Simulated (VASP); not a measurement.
# Cd4Se3 in VASP: a series of runs

Cd4Se3 is run at these levels: PBE; tasks: single point, relaxation of cell and atoms.

Program: VASP 6.6.1. These are calculated values, not measurements. Logs are shortened: lines on timing, memory, paths and dates and some standing lists are left out, and cuts for length are marked.

## (1) The cell of the first run

Symmetry: R3m, No. 160, trigonal system. The conventional cell has a = 8.124 Å, b = 8.124 Å, c = 10.849 Å, α = 90.00°, β = 90.00°, γ = 120.00°. Within 3.6 Å of Cd (site symmetry m) lie 3 Se at 2.74 to 2.78 Å and 2 Cd at 3.03 Å. Cd (site symmetry 3m) has 3 Se at 2.55 Å within 3.4 Å. Se (site symmetry m) has 4 Cd at 2.55 to 2.78 Å within 3.4 Å.

## (2) Single point, PBE

File INCAR:

```
  PREC = Accurate
  ENCUT = 520
  EDIFF = 1E-7
  ISMEAR = 0
  SIGMA = 0.02
  LREAL = False
  LASPH = True
  NELM = 60
  ALGO = Normal
  ISIF = 2
  LWAVE = False
  LCHARG = True
  GGA = PE
  LELF = True
  LVHAR = True
  NBANDS = 42
```

File KPOINTS:

```
regular mesh
0
Gamma
  6 6 6
```

File POSCAR:

```
Cd4Se3
1.0
    4.0621124751      2.3452617309      3.6164226057
   -4.0621124751      2.3452617309      3.6164226057
    0.0000000000     -4.6905234619      3.6164226057
Cd Se
4 3
Direct
    0.7208459375      0.7208459375      0.3475955671
    0.1735749501      0.1735749501      0.1735749501
    0.7208459375      0.3475955671      0.7208459375
    0.3475955671      0.7208459375      0.7208459375
    0.9989239931      0.9989239931      0.5428206485
    0.9989239931      0.5428206485      0.9989239931
    0.5428206485      0.9989239931      0.9989239931
```

Potentials or basis: VASP PAW PBE potentials, release 64 (Cd, Se).

Launch:

```
> cat potpaw_PBE.64/Cd/POTCAR potpaw_PBE.64/Se/POTCAR > POTCAR
> mpirun -np 1 vasp_std > vasp.out
```

OUTCAR:

```text
PREC = Accurate
   ENCUT = 520
   EDIFF = 1E-7
   ISMEAR = 0
   LREAL = False
   LASPH = True
   NELM = 60
   ISIF = 2
   GGA = PE

 ion  position               nearest neighbor table
   1  0.721  0.721  0.348-   5 2.74   6 2.78   7 2.78   4 3.03   3 3.03
   2  0.174  0.174  0.174-   5 2.55   6 2.55   7 2.55
   3  0.721  0.348  0.721-   6 2.74   7 2.78   5 2.78   1 3.03   4 3.03
   4  0.348  0.721  0.721-   7 2.74   6 2.78   5 2.78   1 3.03   3 3.03
   5  0.999  0.999  0.543-   2 2.55   1 2.74   3 2.78   4 2.78
   6  0.999  0.543  0.999-   2 2.55   3 2.74   4 2.78   1 2.78
   7  0.543  0.999  0.999-   2 2.55   4 2.74   3 2.78   1 2.78

  LATTYP: Found a trigonal (rhomboedric) cell.
 ALAT       =     5.9227968739
 COS(alpha) =     0.0592370455

  Lattice vectors:

 A1 = (   4.0621124751,   2.3452617309,   3.6164226057)
 A2 = (  -4.0621124751,   2.3452617309,   3.6164226057)
 A3 = (   0.0000000000,  -4.6905234619,   3.6164226057)

Analysis of symmetry for initial positions (statically):
=====================================================================
 Subroutine PRICEL returns:
 Original cell was already a primitive cell.

 Routine SETGRP: Setting up the symmetry group for a
 trigonal (rhombohedral) supercell.

 Subroutine GETGRP returns: Found  6 space group operations
 (whereof  6 operations were pure point group operations)
 out of a pool of 12 trial point group operations.

The static configuration has the point symmetry C_3v.

Analysis of symmetry for dynamics (positions and initial velocities):
=====================================================================
 Subroutine PRICEL returns:
 Original cell was already a primitive cell.

 Routine SETGRP: Setting up the symmetry group for a
 trigonal (rhombohedral) supercell.

 Subroutine GETGRP returns: Found  6 space group operations
 (whereof  6 operations were pure point group operations)
 out of a pool of 12 trial point group operations.

The dynamic configuration has the point symmetry C_3v.

 Subroutine INISYM returns: Found  6 space group operations
 (whereof  6 operations are pure point group operations),
 and found     1 'primitive' translations

----------------------------------------------------------------------------------------

                                     Primitive cell

  volume of cell :     206.7158

  direct lattice vectors                    reciprocal lattice vectors
     4.062112475  2.345261731  3.616422606     0.123088665  0.071065274  0.092172119
    -4.062112475  2.345261731  3.616422606    -0.123088665  0.071065274  0.092172119
     0.000000000 -4.690523462  3.616422606     0.000000000 -0.142130547  0.092172119

  length of vectors
     5.922796874  5.922796874  5.922796874     0.169401275  0.169401275  0.169401275

  position of ions in fractional coordinates (direct lattice)
     0.720845938  0.720845938  0.347595567
     0.173574950  0.173574950  0.173574950
     0.720845938  0.347595567  0.720845938
     0.347595567  0.720845938  0.720845938
     0.998923993  0.998923993  0.542820648
     0.998923993  0.542820648  0.998923993
     0.542820648  0.998923993  0.998923993

  ion indices of the primitive-cell ions
   primitive index   ion index
                 1           1
                 2           2
                 3           3
                 4           4
                 5           5
                 6           6
                 7           7

----------------------------------------------------------------------------------------

 KPOINTS: regular mesh

Automatic generation of k-mesh.
 Grid dimensions read from file:
 generate k-points for:    6    6    6

 Generating k-lattice:

  Cartesian coordinates                     Fractional coordinates (reciprocal lattice)
     0.020514777  0.011844212  0.015362020     0.166666667  0.000000000  0.000000000
    -0.020514777  0.011844212  0.015362020     0.000000000  0.166666667  0.000000000
     0.000000000 -0.023688425  0.015362020     0.000000000  0.000000000  0.166666667

  Length of vectors
     0.028233546  0.028233546  0.028233546

  Shift w.r.t. Gamma in fractional coordinates (k-lattice)
     0.000000000  0.000000000  0.000000000

 Subroutine IBZKPT returns following result:
 ===========================================

 Found     32 irreducible k-points:

 Following reciprocal coordinates:
            Coordinates               Weight
  0.000000  0.000000  0.000000      1.000000
  0.166667  0.000000  0.000000      6.000000
  0.333333  0.000000  0.000000      6.000000
  0.500000 -0.000000  0.000000      3.000000
  0.166667  0.166667  0.000000      6.000000
  0.333333  0.166667  0.000000     12.000000
[... 16 lines left out ...]
  0.500000  0.500000  0.166667      6.000000
 -0.333333  0.500000  0.166667     12.000000
 [... further k-points ...]
   k-points           NKPTS =     32   k-points in BZ     NKDIM =     32   number of bands    NBANDS=     42
   number of dos      NEDOS =    301   number of ions     NIONS =      7
   total plane-waves  NPLWV = 110592
   dimension x,y,z NGX =    48 NGY =   48 NGZ =   48
   dimension x,y,z NGXF=    96 NGYF=   96 NGZF=   96
   ions per type =               4   3
   NGX,Y,Z   is equivalent  to a cutoff of  13.47, 13.47, 13.47 a.u.
   NGXF,Y,Z  is equivalent  to a cutoff of  26.95, 26.95, 26.95 a.u.
 SYSTEM =  unknown system
   PREC   = accura    normal or accurate (medium, high low for compatibility)
   ISTART =      0    job   : 0-new  1-cont  2-samecut
   ICHARG =      2    charge: 1-file 2-atom 10-const
   ISPIN  =      1    spin polarized calculation?
   LNONCOLLINEAR =      F non collinear calculations
   LSORBIT =      F    spin-orbit coupling
   LASPH  =      T    aspherical Exc in radial PAW
   ENCUT  =  520.0 eV  38.22 Ry    6.18 a.u.  11.01 11.01 11.01*2*pi/ulx,y,z
   NELM   =     60;   NELMIN=  2; NELMDL= -5     # of ELM steps
   EDIFF  = 0.1E-06   stopping-criterion for ELM
   LREAL  =      F    real-space projection
   EDIFFG = 0.1E-05   stopping-criterion for IOM
   NSW    =      0    number of steps for IOM
   IBRION =     -1    ionic relax: 0-MD 1-quasi-New 2-CG
   NFREE  =      0    steps in history (QN), initial steepest desc. (CG)
   ISIF   =      2    stress and relaxation
   ISYM   =      2    0-nonsym 1-usesym 2-fastsym
   POTIM  = 0.5000    time-step for ionic-motion
   TEBEG  =    0.0;   TEEND  =   0.0 temperature during run
   PSTRESS=    0.0 pullay stress
   NELECT =      66.0000    total number of electrons
   NUPDOWN=      -1.0000    fix difference up-down
   EMIN   =  10.00;   EMAX   =-10.00  energy-range for DOS
   EFERMI =   0.00;   METHOD = LEGACY
   ISMEAR =     0;   SIGMA  =   0.02  broadening in eV -4-tet -1-fermi 0-gaus
   EFERMI_NEDOS =   21; number of points for ismear=-14 and -15
   IALGO  =     38    algorithm
   IMIX   =      4    mixing-type and parameters
     AMIX     =   0.40;   BMIX     =  1.00
     AMIX_MAG =   1.60;   BMIX_MAG =  1.00
  volume/ion in A,a.u.               =      29.53       199.28
  Fermi-wavevector in a.u.,A,eV,Ry     =   1.118918  2.114448 17.034187  1.251977
  Thomas-Fermi vector in A             =   2.255553
   LORBIT       =      0    0 simple, 1 ext, 2 COOP (PROOUT), +10 PAW based schemes
   GGA     = PE    functional components
   LHFCALC =     F    Hartree Fock is set to
   AEXX    =    0.0000 exact exchange contribution
   IVDW    =     0    specifies the selected vdW correction
   LEPSILON=     F    determine dielectric tensor
   LRPA    =     F    only Hartree local field effects (RPA)
 non-spin polarized calculation
 Gauss-broadening in eV      SIGMA  =   0.02
  energy-cutoff  :      520.00
  volume of cell :      206.72
 maximum number of plane-waves:      5590
 NGX is ok and might be reduce to    48
   NGX = 23   NGY = 23   NGZ = 23

 number of electron      66.0000007 magnetization

 Free energy of the ion-electron system (eV)
  ---------------------------------------------------
  ext. energy  EPLUGINS =         0.00000000
  ---------------------------------------------------
  free energy    TOTEN  =       -16.27391361 eV

  energy without entropy =      -16.27391361  energy(sigma->0) =      -16.27391361

 E-fermi :   0.7010     XC(G=0):  -8.7876

 val. band max:        0.6149094119   @ k =  -0.3333   0.3333   0.0000
 cond. band min:       1.6654933861   @ k =   0.5000  -0.0000   0.0000
 fundamental gap:      1.0505839742
 Fermi energy:         0.7009763873

 k-point     1 :       0.0000    0.0000    0.0000
  band No.  band energies     occupation
      1     -11.7833      2.00000
      2     -11.2246      2.00000
      3     -11.2246      2.00000
      4      -7.5138      2.00000
      5      -7.3694      2.00000
      6      -7.3694      2.00000
[... 34 lines left out ...]
     41       6.0637      0.00000
     42       6.0820      0.00000

 k-point     2 :       0.1667    0.0000    0.0000
  band No.  band energies     occupation
      1     -11.7508      2.00000
      2     -11.2552      2.00000
      3     -11.2240      2.00000
      4      -7.5053      2.00000
      5      -7.3925      2.00000
      6      -7.3768      2.00000
[... 34 lines left out ...]
     41       5.8690      0.00000
     42       6.3021      0.00000

 k-point     3 :       0.3333    0.0000    0.0000
  band No.  band energies     occupation
      1     -11.6683      2.00000
      2     -11.3342      2.00000
      3     -11.2227      2.00000
      4      -7.4863      2.00000
      5      -7.4402      2.00000
      6      -7.3832      2.00000
[... 34 lines left out ...]
     41       6.1640      0.00000
     42       7.0134      0.00000

 k-point     4 :       0.5000   -0.0000    0.0000
  band No.  band energies     occupation
      1     -11.6053      2.00000
      2     -11.3955      2.00000
      3     -11.2221      2.00000
      4      -7.4755      2.00000
      5      -7.4635      2.00000
      6      -7.3803      2.00000
[... 844 lines left out ...]
     41       6.7537      0.00000
     42       6.8612      0.00000

 k-point    23 :       0.5000    0.5000    0.1667
  band No.  band energies     occupation
      1     -11.5116      2.00000
      2     -11.3640      2.00000
      3     -11.3266      2.00000
      4      -7.4655      2.00000
      5      -7.4532      2.00000
      6      -7.4263      2.00000
[... 34 lines left out ...]
     41       6.5857      0.00000
     42       7.3864      0.00000

 k-point    24 :      -0.3333    0.5000    0.1667
  band No.  band energies     occupation
      1     -11.5074      2.00000
      2     -11.3961      2.00000
      3     -11.3026      2.00000
      4      -7.4723      2.00000
      5      -7.4541      2.00000
      6      -7.4241      2.00000
[... 34 lines left out ...]
     41       6.6049      0.00000
     42       7.1662      0.00000

 [... further k-points ...]

------------------------ aborting loop because EDIFF is reached ----------------------------------------

  FORCE on cell =-STRESS in cart. coord.  units (eV):
  Direction    XX          YY          ZZ          XY          YZ          ZX
  --------------------------------------------------------------------------------------
  -------------------------------------------------------------------------------------
  Total        0.4004314      0.4004314      0.2068168     -0.0000000     -0.0000000      0.0000000
  in kB        3.1035947      3.1035947      1.6029601     -0.0000000     -0.0000000      0.0000000
  external PRESSURE =       2.6033832 kB  Pullay stress =       0.0000000 kB

 VOLUME and BASIS-vectors are now :
 -----------------------------------------------------------------------------
  energy-cutoff  :      520.00
  volume of cell :      206.72
      direct lattice vectors                 reciprocal lattice vectors
     4.062112475  2.345261731  3.616422606     0.123088665  0.071065274  0.092172119
    -4.062112475  2.345261731  3.616422606    -0.123088665  0.071065274  0.092172119
     0.000000000 -4.690523462  3.616422606     0.000000000 -0.142130547  0.092172119

 POSITION                                       TOTAL-FORCE (eV/Angst)
 -----------------------------------------------------------------------------------
      0.00000      1.75074      6.47082        -0.000000     -0.011750     -0.007667
      0.00000     -0.00000      1.88316        -0.000000      0.000000     -0.006335
      1.51618     -0.87537      6.47082        -0.010176      0.005875     -0.007667
     -1.51618     -0.87537      6.47082         0.010176      0.005875     -0.007667
      0.00000      2.13936      9.18813        -0.000000     -0.029729      0.009779
      1.85274     -1.06968      9.18813        -0.025746      0.014864      0.009779
     -1.85274     -1.06968      9.18813         0.025746      0.014864      0.009779
 -----------------------------------------------------------------------------------
    total drift:                                0.000000     -0.000000      0.000959

  FREE ENERGIE OF THE ION-ELECTRON SYSTEM (eV)
  ---------------------------------------------------
  free  energy   TOTEN  =       -16.2739136105 eV

  energy  without entropy=      -16.2739136105  energy(sigma->0) =      -16.27391361
```

It took 8 min on 1 thread of Intel Xeon 8259CL, shared host; peak memory 0.47 GiB.

Results:

```
Free energy            : -16.2739 eV
Pressure               : 0.3 GPa
Largest force          : 0.031 eV/Å
Band gap on the k mesh : 1.05 eV (least direct gap 1.18 eV)
```

Forces on the atoms (eV/Å):
```
Cd   0.000 -0.012 -0.008
Cd   0.000  0.000 -0.006
Cd  -0.010  0.006 -0.008
Cd   0.010  0.006 -0.008
Se   0.000 -0.030  0.010
Se  -0.026  0.015  0.010
Se   0.026  0.015  0.010
```

A k mesh can miss the band edges.

## (3) Single point, PBE

This run uses another cell than the first one, of 29.83 Å³/atom.

File INCAR:

```
  PREC = Accurate
  ENCUT = 520
  EDIFF = 1E-6
  ISMEAR = 0
  SIGMA = 0.1
  LREAL = F
  LASPH = T
  NELM = 60
  ALGO = Normal
  ISIF = 2
  LWAVE = F
  LCHARG = F
  GGA = PE
  NBANDS = 42
```

File KPOINTS:

```
regular mesh
0
Gamma
  2 2 2
```

File POSCAR:

```
Cd4Se3
1.0
    5.9461084262      0.1888640827     -0.1877732029
    0.1885966689      5.9494074487     -0.1829745485
   -0.1796098122     -0.1750748989      5.9189325125
Cd Se
4 3
Direct
    0.7219567867      0.7221403750      0.6519306004
    0.1724712862      0.1727346266      0.8270153914
    0.3483736493      0.7209373264      0.2787427534
    0.7211226827      0.3484350579      0.2784787877
   -0.0031155423     -0.0031735953      0.4572458712
    0.5417234241     -0.0028003355      0.0033731699
   -0.0025322866      0.5417265449      0.0032134260
```

Potentials or basis: VASP PAW PBE potentials, release 64 (Cd, Se).

Launch:

```
> cat potpaw_PBE.64/Cd/POTCAR potpaw_PBE.64/Se/POTCAR > POTCAR
> mpirun -np 1 vasp_std > vasp.out
```

Run time: 2.5 min. Hardware: 1 thread of AMD EPYC 7R13, shared host; peak memory 0.3 GiB.

Results (log left out):

```
Free energy            : -16.1168 eV
Pressure               : 0.3 GPa
Largest force          : 0.029 eV/Å
Band gap on the k mesh : 1.18 eV
```

Forces in eV/Å, atoms in the order of the input:
```
Cd  -0.012 -0.010 -0.008
Cd   0.003  0.000  0.000
Cd   0.007 -0.011  0.011
Cd  -0.014  0.005  0.011
Se  -0.007 -0.008 -0.026
Se   0.028 -0.001  0.004
Se  -0.005  0.025  0.008
```

Levels at points of the mesh, in eV from the valence-band top:
```csv
k point,band 29,band 30,band 31,band 32,band 33,band 34,band 35,band 36,band 37,band 38
"(0.00, 0.00, 0.00)",-1.33,-0.91,-0.55,-0.33,-0.33,2.02,2.64,2.66,3.67,4.30
"(0.50, 0.00, 0.00)",-1.76,-1.45,-0.88,-0.40,0.00,1.19,3.13,3.58,3.86,4.72
"(0.00, 0.50, 0.00)",-1.76,-1.45,-0.88,-0.39,-0.01,1.18,3.14,3.57,3.87,4.72
"(0.50, 0.50, 0.00)",-1.74,-1.42,-0.51,-0.25,-0.10,1.90,2.89,3.59,4.39,4.86
"(0.00, 0.00, 0.50)",-1.77,-1.44,-0.90,-0.40,0.00,1.19,3.14,3.56,3.89,4.70
"(0.50, 0.00, 0.50)",-1.76,-1.43,-0.49,-0.23,-0.11,1.88,2.90,3.60,4.39,4.88
"(0.00, 0.50, 0.50)",-1.75,-1.43,-0.49,-0.24,-0.10,1.89,2.89,3.60,4.39,4.88
"(0.50, 0.50, 0.50)",-0.52,-0.50,-0.22,-0.22,-0.21,2.88,3.14,3.15,4.27,4.28
```

Caveat: the k points lie up to 0.53 Å⁻¹ apart. A k mesh can miss the band edges.

## (4) Relaxation of cell and atoms, PBE

This run uses another cell than the first one, of 29.82 Å³/atom.

File INCAR:

```
PREC = Accurate
ENCUT = 600
EDIFF = 1E-7
ISMEAR = 0
SIGMA = 0.02
LREAL = F
LASPH = T
NELM = 60
ALGO = Normal
ISIF = 3
LWAVE = F
LCHARG = F
GGA = PE
IBRION = 2
NSW = 100
EDIFFG = -0.01
```

File KPOINTS:

```
Automatic mesh
0
Gamma
  6 6 6
```

File POSCAR:

```
Cd4Se3
1.0
    4.0686546403      2.3490388518      3.6406500293
   -4.0686546403      2.3490388518      3.6406500293
    0.0000000000     -4.6980777037      3.6406500293
Cd Se
4 3
Direct
    0.7225134310      0.7225134310      0.3480693996
    0.1730400739      0.1730400739      0.1730400739
    0.7225134310      0.3480693996      0.7225134310
    0.3480693996      0.7225134310      0.7225134310
    0.9973202813      0.9973202813      0.5427541288
    0.9973202813      0.5427541288      0.9973202813
    0.5427541288      0.9973202813      0.9973202813
```

Launch:

```
> cat potpaw_PBE.64/Cd/POTCAR potpaw_PBE.64/Se/POTCAR > POTCAR
> mpirun -np 1 vasp_std > vasp.out
```

Wall time 63 min (1 thread of Oxide Virtual Turin-like, shared host); peak memory 0.49 GiB.

Results (log left out):

* Free energy: -16.2741 eV
* Relaxed volume: 29.65 Å³/atom
* Relaxed cell: a = 5.930 Å, b = 5.930 Å, c = 5.930 Å, α = 86.67°, β = 86.67°, γ = 86.67°
* Space group after relaxing (to 0.1 Å): R3m (No. 160)
* Energy gained by relaxing: 0.4 meV/atom
* Ionic steps: 10
* Pressure after relaxing: 0.0 GPa
* Largest force after relaxing: 0.006 eV/Å
* Band gap on the k mesh: 1.05 eV (least direct gap 1.18 eV)

Forces on the atoms (eV/Å):
```
Cd   0.000  0.005 -0.002
Cd   0.000  0.000 -0.003
Cd   0.004 -0.003 -0.002
Cd  -0.004 -0.003 -0.002
Se   0.000 -0.005  0.003
Se  -0.004  0.002  0.003
Se   0.004  0.002  0.003
```

Step by step:
```csv
step,energy change (eV),largest force (eV/Å),pressure (GPa),volume (Å³)
1,0.0000,0.0725,-0.06,208.77
2,-0.0011,0.0348,0.01,208.45
3,-0.0012,0.0257,0.04,208.33
4,-0.0016,0.0145,-0.02,208.50
5,-0.0017,0.0110,-0.15,208.87
6,-0.0018,0.0046,-0.10,208.74
7,-0.0020,0.0047,-0.08,208.53
8,-0.0024,0.0050,-0.04,208.03
9,-0.0024,0.0086,0.05,207.03
10,-0.0025,0.0057,0.00,207.54
```

Final structure:
```
Cd Se
1.0
     4.06984    2.34972    3.61709
    -4.06984    2.34972    3.61709
     0.00000   -4.69945    3.61709
Cd Se
4 3
Direct
  0.72069 0.72069 0.34783
  0.17321 0.17321 0.17321
  0.72069 0.34783 0.72069
  0.34783 0.72069 0.72069
  0.99903 0.99903 0.54305
  0.99903 0.54305 0.99903
  0.54305 0.99903 0.99903
```

Levels at points of the mesh, in eV from the valence-band top:
```tsv
k point	band 29	band 30	band 31	band 32	band 33	band 34	band 35	band 36	band 37	band 38
(0.00, 0.00, 0.00)	-1.45	-1.07	-0.65	-0.48	-0.48	1.89	2.57	2.57	3.60	4.15
(0.50, 0.00, 0.00)	-1.89	-1.59	-1.00	-0.55	-0.13	1.05	3.01	3.44	3.75	4.62
(0.50, 0.50, 0.00)	-1.88	-1.58	-0.62	-0.39	-0.25	1.75	2.78	3.49	4.29	4.80
(0.50, 0.50, 0.50)	-0.62	-0.62	-0.36	-0.36	-0.36	2.78	3.06	3.06	4.15	4.15
```

A k mesh can miss the band edges.

## (5) Overview

```csv
task,cell,k mesh,cutoff (eV),smearing,gap on the mesh (eV),pressure (GPa),largest force (eV/Å)
single point,"a = 5.923 Å, angles 86.6°, 7 atoms, atomic positions A",6 × 6 × 6,520,gaussian 0.02 eV,1.05,0.3,0.03
single point,"a = 5.952, b = 5.955, c = 5.924 Å, angles 93.5, 93.6, 86.3°, 7 atoms, atomic positions B",2 × 2 × 2,520,gaussian 0.1 eV,1.18,0.3,0.03
relaxation of cell and atoms,"relaxed from a = 5.944 Å, angles 86.4°, 7 atoms, atomic positions C",6 × 6 × 6,600,gaussian 0.02 eV,1.05,0.0,0.01
```

Alike in all rows: level PBE; potentials or basis VASP PAW PBE potentials, release 64 (Cd, Se); no spin polarisation.

Caveats: some runs use coarse meshes.

Total energies depend on the potentials used, so only differences within one code and one set of settings carry meaning.
